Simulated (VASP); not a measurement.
# AlNi (Pm-3m) in VASP: notebook

Runs on AlNi. Level: PBEsol. Tasks: single point.

All numbers are computed with VASP 6.6.1; they aren't measurements. Logs are shortened: lines on timing, memory, paths and dates and some standing lists are left out, and cuts for length are marked.

## (1) The cell of the first run

The structure is cubic, space group Pm-3m (No. 221). Conventional cell: a = 2.793 Å, b = 2.793 Å, c = 2.793 Å, α = 90.00°, β = 90.00°, γ = 90.00°. Within 3.2 Å of Al (site symmetry m-3m) lie 8 Ni at 2.42 Å and 6 Al at 2.79 Å. Ni (site symmetry m-3m) has 8 Al at 2.42 Å and 6 Ni at 2.79 Å within 3.2 Å.

## (2) Single point, PBEsol

INCAR

```
PREC = Accurate
ENCUT = 520
EDIFF = 1E-7
ISMEAR = -1
SIGMA = 0.05
LREAL = F
LASPH = T
NELM = 80
ALGO = Normal
ISIF = 2
LWAVE = F
LCHARG = F
GGA = PS
NBANDS = 14
```

KPOINTS

```
Automatic mesh
0
Gamma
  16 16 16
```

POSCAR

```
AlNi
1.0
    2.7927102488      0.0000000000      0.0000000000
    0.0000000000      2.7927102488      0.0000000000
    0.0000000000      0.0000000000      2.7927102488
Al Ni
1 1
Direct
    0.0000000000      0.0000000000      0.0000000000
    0.5000000000      0.5000000000      0.5000000000
```

Potentials or basis: VASP PAW PBE potentials, release 64 (Al, Ni).

Run with:

```console
$ cat potpaw_PBE.64/Al/POTCAR potpaw_PBE.64/Ni/POTCAR > POTCAR
$ mpirun -np 1 vasp_std > vasp.out
```

OUTCAR:

```text
PREC = Accurate
   ENCUT = 520
   EDIFF = 1E-7
   ISMEAR = -1
   LREAL = F
   LASPH = T
   NELM = 80
   ISIF = 2
   GGA = PS

 ion  position               nearest neighbor table
   1  0.000  0.000  0.000-   2 2.42   2 2.42   2 2.42   2 2.42   2 2.42   2 2.42   2 2.42   2 2.42

   2  0.500  0.500  0.500-   1 2.42   1 2.42   1 2.42   1 2.42   1 2.42   1 2.42   1 2.42   1 2.42

  LATTYP: Found a simple cubic cell.
 ALAT       =     2.7927102488

  Lattice vectors:

 A1 = (   2.7927102488,   0.0000000000,   0.0000000000)
 A2 = (   0.0000000000,   2.7927102488,   0.0000000000)
 A3 = (   0.0000000000,   0.0000000000,   2.7927102488)

Analysis of symmetry for initial positions (statically):
=====================================================================
 Subroutine PRICEL returns:
 Original cell was already a primitive cell.

 Routine SETGRP: Setting up the symmetry group for a
 simple cubic supercell.

 Subroutine GETGRP returns: Found 48 space group operations
 (whereof 48 operations were pure point group operations)
 out of a pool of 48 trial point group operations.

The static configuration has the point symmetry O_h .

Analysis of symmetry for dynamics (positions and initial velocities):
=====================================================================
 Subroutine PRICEL returns:
 Original cell was already a primitive cell.

 Routine SETGRP: Setting up the symmetry group for a
 simple cubic supercell.

 Subroutine GETGRP returns: Found 48 space group operations
 (whereof 48 operations were pure point group operations)
 out of a pool of 48 trial point group operations.

The dynamic configuration has the point symmetry O_h .

 Subroutine INISYM returns: Found 48 space group operations
 (whereof 48 operations are pure point group operations),
 and found     1 'primitive' translations

----------------------------------------------------------------------------------------

                                     Primitive cell

  volume of cell :      21.7810

  direct lattice vectors                    reciprocal lattice vectors
     2.792710249  0.000000000  0.000000000     0.358075099  0.000000000  0.000000000
     0.000000000  2.792710249  0.000000000     0.000000000  0.358075099  0.000000000
     0.000000000  0.000000000  2.792710249     0.000000000  0.000000000  0.358075099

  length of vectors
[... 83 lines left out ...]
   LREAL  =      F    real-space projection
   EDIFFG = 0.1E-05   stopping-criterion for IOM
   NSW    =      0    number of steps for IOM
   IBRION =     -1    ionic relax: 0-MD 1-quasi-New 2-CG
   NFREE  =      0    steps in history (QN), initial steepest desc. (CG)
   ISIF   =      2    stress and relaxation
   ISYM   =      2    0-nonsym 1-usesym 2-fastsym
   POTIM  = 0.5000    time-step for ionic-motion
   TEBEG  =    0.0;   TEEND  =   0.0 temperature during run
   PSTRESS=    0.0 pullay stress
   NELECT =      13.0000    total number of electrons
   NUPDOWN=      -1.0000    fix difference up-down
   EMIN   =  10.00;   EMAX   =-10.00  energy-range for DOS
   EFERMI =   0.00;   METHOD = LEGACY
   ISMEAR =    -1;   SIGMA  =   0.05  broadening in eV -4-tet -1-fermi 0-gaus
   EFERMI_NEDOS =   21; number of points for ismear=-14 and -15
   IALGO  =     38    algorithm
   IMIX   =      4    mixing-type and parameters
     AMIX     =   0.40;   BMIX     =  1.00
     AMIX_MAG =   1.60;   BMIX_MAG =  1.00
  volume/ion in A,a.u.               =      10.89        73.49
  Fermi-wavevector in a.u.,A,eV,Ry     =   1.378362  2.604727 25.849474  1.899883
  Thomas-Fermi vector in A             =   2.503431
   LORBIT       =      0    0 simple, 1 ext, 2 COOP (PROOUT), +10 PAW based schemes
   GGA     = PS    functional components
   LHFCALC =     F    Hartree Fock is set to
   AEXX    =    0.0000 exact exchange contribution
   IVDW    =     0    specifies the selected vdW correction
   LEPSILON=     F    determine dielectric tensor
   LRPA    =     F    only Hartree local field effects (RPA)
 non-spin polarized calculation
  energy-cutoff  :      520.00
  volume of cell :       21.78
 maximum number of plane-waves:       624
 NGX is ok and might be reduce to    24
   NGX = 11   NGY = 11   NGZ = 11

 number of electron      12.9999988 magnetization

 Free energy of the ion-electron system (eV)
  ---------------------------------------------------
  ext. energy  EPLUGINS =         0.00000000
  ---------------------------------------------------
  free energy    TOTEN  =       -11.51569643 eV

  energy without entropy =      -11.50974834  energy(sigma->0) =      -11.51272238

 E-fermi :  11.1795     XC(G=0): -12.6273

 val. band max:       11.1736293483   @ k =   0.5000   0.3750   0.3750
 cond. band min:      11.1910382980   @ k =   0.3750   0.3125   0.1250
 fundamental gap:      0.0174089496
 Fermi energy:        11.1794699754

 k-point     1 :       0.0000    0.0000    0.0000
  band No.  band energies     occupation
      1      -0.6518      2.00000
      2       7.4671      2.00000
      3       7.4671      2.00000
      4       9.4373      2.00000
      5       9.4373      2.00000
      6       9.4373      2.00000
      7      17.0891      0.00000
      8      17.0891      0.00000
      9      17.0891      0.00000
     10      19.6358      0.00000
     11      19.6358      0.00000
     12      26.6577      0.00000
     13      33.1917      0.00000
     14      33.1917      0.00000
[... 377 lines left out ...]
      1       4.0713      2.00000
      2       4.1559      2.00000
      3       8.0860      2.00000
      4       8.5661      2.00000
      5       8.6660      2.00000
      6       9.4235      2.00000
      7      10.4744      2.00000
      8      18.4549      0.00000
      9      19.4957      0.00000
     10      22.1181      0.00000
     11      23.1611      0.00000
     12      23.1831      0.00000
     13      27.5592      0.00000
     14      28.3382      0.00000

 [... further k-points ...]
[... 5 lines left out ...]
  --------------------------------------------------------------------------------------
  -------------------------------------------------------------------------------------
  Total        2.0537936      2.0537936      2.0537936     -0.0000000     -0.0000000      0.0000000
  in kB      151.0740069    151.0740069    151.0740069     -0.0000000     -0.0000000      0.0000000
  external PRESSURE =     151.0740069 kB  Pullay stress =       0.0000000 kB

 VOLUME and BASIS-vectors are now :
 -----------------------------------------------------------------------------
  energy-cutoff  :      520.00
  volume of cell :       21.78
      direct lattice vectors                 reciprocal lattice vectors
     2.792710249  0.000000000  0.000000000     0.358075099  0.000000000  0.000000000
     0.000000000  2.792710249  0.000000000     0.000000000  0.358075099  0.000000000
     0.000000000  0.000000000  2.792710249     0.000000000  0.000000000  0.358075099

 POSITION                                       TOTAL-FORCE (eV/Angst)
 -----------------------------------------------------------------------------------
      0.00000      0.00000      0.00000         0.000000      0.000000      0.000000
      1.39636      1.39636      1.39636         0.000000      0.000000      0.000000
 -----------------------------------------------------------------------------------
    total drift:                                0.000000      0.000000     -0.000000

  FREE ENERGIE OF THE ION-ELECTRON SYSTEM (eV)
  ---------------------------------------------------
  free  energy   TOTEN  =       -11.5156964255 eV

  energy  without entropy=      -11.5097483387  energy(sigma->0) =      -11.51272238
```

Wall time 1.8 min (1 thread of AMD EPYC 7R13, shared host); peak memory 0.15 GiB.

Results:

```
Free energy : -11.5157 eV
Pressure    : 15.1 GPa
```

Caveat: the PAW data sets were made with another functional, which shifts forces and pressure a little.

## (3) Single point, PBEsol

This run uses another cell than the first one, of 11.13 Å³/atom, 1.022 times its volume.

INCAR

```
SYSTEM = AlNi
PREC = Accurate ; ENCUT = 520
EDIFF = 1E-6 ; ISMEAR = -1
SIGMA = 0.05 ; LREAL = .FALSE.
LASPH = .TRUE. ; NELM = 60
ALGO = Normal ; ISIF = 2
LWAVE = .FALSE. ; LCHARG = .FALSE.
GGA = PS ; NBANDS = 14
```

KPOINTS

```
Automatic mesh
0
G
  16 16 16
  0 0 0
```

POSCAR

```
AlNi
1.0
    2.8133665358      0.0000000000      0.0000000000
    0.0000000000      2.8133665358      0.0000000000
    0.0000000000      0.0000000000      2.8133665358
Al Ni
1 1
Direct
    0.0000000000      0.0000000000      0.0000000000
    0.5000000000      0.5000000000      0.5000000000
```

Potentials or basis: VASP PAW PBE potentials, release 64 (Al, Ni).

Run with:

```console
$ cat potpaw_PBE.64/Al/POTCAR potpaw_PBE.64/Ni/POTCAR > POTCAR
$ mpirun -np 1 vasp_std > vasp.out
```

Run time: 99 s. Hardware: 1 thread of AMD EPYC 7R13, shared host; peak memory 0.15 GiB.

The run converged. Its results:

```
Free energy : -11.5539 eV
Pressure    : 10.2 GPa
```

Levels at points of the mesh, in eV from the Fermi level:
| k point | band 4 | band 5 | band 6 | band 7 | band 8 | band 9 | band 10 | band 11 |
| --- | --- | --- | --- | --- | --- | --- | --- | --- |
| (0.00, 0.00, 0.00) | -1.69 | -1.69 | -1.69 | 5.81 | 5.81 | 5.81 | 8.38 | 8.38 |
| (0.50, 0.00, 0.00) | -2.47 | -2.47 | -1.59 | -0.69 | 8.38 | 10.35 | 10.35 | 11.62 |
| (0.50, 0.50, 0.00) | -3.08 | -2.29 | -2.29 | -1.11 | 1.59 | 2.85 | 13.10 | 15.70 |
| (0.50, 0.50, 0.50) | -1.07 | -1.07 | 1.92 | 1.92 | 1.92 | 4.38 | 4.80 | 4.80 |

Caveat: the PAW data sets were made with another functional, which shifts forces and pressure a little. Spin polarisation is off, so any magnetic state and its effect on volume and gap are missing.
